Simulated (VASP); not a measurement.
**BrO2 (fluorite type): single point with PBE**

Crystal: BrO2 (fluorite type).

```
CELL_PARAMETERS angstrom
0.00000 2.66258 2.66258
2.66258 0.00000 2.66258
2.66258 2.66258 0.00000
ATOMIC_POSITIONS crystal
Br 0.00000 0.00000 0.00000
O 0.25000 0.25000 0.25000
O 0.75000 0.75000 0.75000
```

```yaml
Program: VASP 6.6.1
Task: single point
Functional: PBE
Potentials_or_basis: VASP PAW PBE potentials, release 64 (Br, O)
Cutoff: 520 eV
k_mesh: 18 × 18 × 18
Occupations: fermi-dirac, width 0.0612256 eV
Spin: no spin polarisation
Dipole_correction: no
Further_INCAR_settings: ALGO = Normal; EDIFF = 1e-06; NBANDS = 16
```

- Pressure: -2.2 GPa

Levels at points of the mesh, in eV from the Fermi level:
| k point | band 8 | band 9 | band 10 | band 11 | band 12 | band 13 |
| --- | --- | --- | --- | --- | --- | --- |
| (0.00, 0.00, 0.00) | -4.11 | -4.11 | -0.14 | -0.14 | -0.14 | 8.94 |
| (0.50, 0.00, 0.00) | -3.32 | -1.59 | 0.93 | 0.93 | 1.06 | 10.58 |
| (0.50, 0.50, 0.00) | -1.64 | -1.64 | -1.20 | 1.70 | 1.70 | 7.91 |

It took 83 s on 1 thread of Intel(R) Xeon(R) Platinum 8259CL CPU @ 2.50GHz (Skylake/Cascade Lake), with other jobs on the host, peak memory 0.24 GiB.

Caveat: an odd number of electrons without spin polarisation forces a metal; a magnetic or distorted state may lie lower.
